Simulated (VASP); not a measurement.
## HfO2: single point with RPBE+D4

HfO2:

```
CELL_PARAMETERS angstrom
5.21838 0.00000 0.00000
0.00000 5.28741 0.00000
-0.87550 0.00000 5.31613
ATOMIC_POSITIONS crystal
Hf 0.27550 0.46030 0.70800
Hf 0.72450 0.96030 0.79200
Hf 0.72450 0.53970 0.29200
Hf 0.27550 0.03970 0.20800
O 0.07420 0.16840 0.84670
O 0.92580 0.66840 0.65330
O 0.92580 0.83160 0.15330
O 0.07420 0.33160 0.34670
O 0.44870 0.74190 0.98010
O 0.55130 0.24190 0.51990
O 0.55130 0.25810 0.01990
O 0.44870 0.75810 0.48010
```

```
Program             : VASP 6.6.1
Task                : single point
Functional          : RPBE
Dispersion          : D4
Potentials or basis : VASP PAW PBE potentials, release 64 (Hf_pv, O)
Cutoff              : 520 eV
k mesh              : 5 × 5 × 5
Occupations         : fermi-dirac, width 0.05 eV
Spin                : no spin polarisation
```

- Pressure: -12.0 GPa
- Largest force: 0.334 eV/Å
- Band gap on the k mesh: 4.04 eV, indirect (least direct gap 4.12 eV)
- Dispersion energy per atom: -0.356 eV

Forces in eV/Å, atoms in the order of the input:
```
Hf  -0.180 -0.146 -0.121
Hf   0.180 -0.146  0.121
Hf   0.180  0.146  0.121
Hf  -0.180  0.146 -0.121
O   -0.304 -0.139  0.015
O    0.304 -0.139 -0.015
O    0.304  0.139 -0.015
O   -0.304  0.139  0.015
O    0.040  0.028 -0.154
O   -0.040  0.028  0.154
O   -0.040 -0.028  0.154
O    0.040 -0.028 -0.154
```

Stress tensor (GPa, compression positive):
```
-12.01   0.00  -0.32
  0.00 -12.94   0.00
 -0.32   0.00 -10.96
```

Levels at points of the mesh, in eV from the valence-band top:
```csv
k point,band 41,band 42,band 43,band 44,band 45,band 46,band 47,band 48
"(0.00, 0.00, 0.00)",-0.57,-0.54,-0.22,0.00,4.42,4.88,5.07,5.25
```

Run time: 12 min on 1 thread of AMD EPYC 7R13 (shared host), peak memory 0.35 GiB.

Caveat: the PAW data sets were made with another functional, which shifts forces and pressure a little; spin-orbit coupling is left out, which moves the levels of the heavy elements. A k mesh can miss the band edges.
